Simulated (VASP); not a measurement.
Wanted: the native input for a VASP 6.6.1 run.

- Task: single point
- Functional: PBE
- Potentials or basis: VASP PAW PBE potentials, release 64 (Au, C)
- Cutoff: 520 eV
- k mesh: 9 × 9 × 1
- Occupations: gaussian, width 0.1 eV
- Spin: no spin polarisation
- Dipole correction: yes
- Further INCAR settings: ALGO = Normal; EDIFF = 1e-06; NBANDS = 26

The structure of Au3C lies in POSCAR:

```
Au3C
1.0
    2.9402049748      0.0000000000      0.0000000000
   -1.4701024874      2.5462922005      0.0000000000
    0.0000000000      0.0000000000     21.8974947720
Au C
3 1
Direct
    0.6666666667      0.3333333333      0.1826692981
    0.3333333333      0.6666666667      0.2945190844
    0.0000000000      0.0000000000      0.4063247812
    0.0000000000      0.0000000000      0.4935493710
```

These files were run (other wordings do the same):

INCAR

```
SYSTEM = Au3C
PREC = Accurate
ENCUT = 520
EDIFF = 1E-6
ISMEAR = 0
SIGMA = 0.1
LREAL = .False.
LASPH = .True.
NELM = 60
ALGO = Normal
ISIF = 2
LWAVE = .False.
LCHARG = .False.
LDIPOL = .True.
IDIPOL = 3
DIPOL = 0.5 0.5 0.344
GGA = PE
NBANDS = 26
```

KPOINTS

```
regular mesh
0
Gamma
  9 9 1
  0 0 0
```

Potentials or basis: VASP PAW PBE potentials, release 64 (Au, C).

Command:

```sh
$ cat potpaw_PBE.64/Au/POTCAR potpaw_PBE.64/C/POTCAR > POTCAR
$ mpirun -np 1 vasp_std > vasp.out
```

Results of the run:

```json
{"Largest force": "0.588 eV/Å", "Band gap on the k mesh": "zero (an odd number of electrons rules out a gap without spin polarisation)"}
```

Caveat: spin-orbit coupling is left out, which moves the levels of the heavy elements.

Wall time 81 s on 1 thread of Intel(R) Xeon(R) Platinum 8259CL CPU @ 2.50GHz (Skylake/Cascade Lake), on a shared host, peak memory 0.31 GiB.
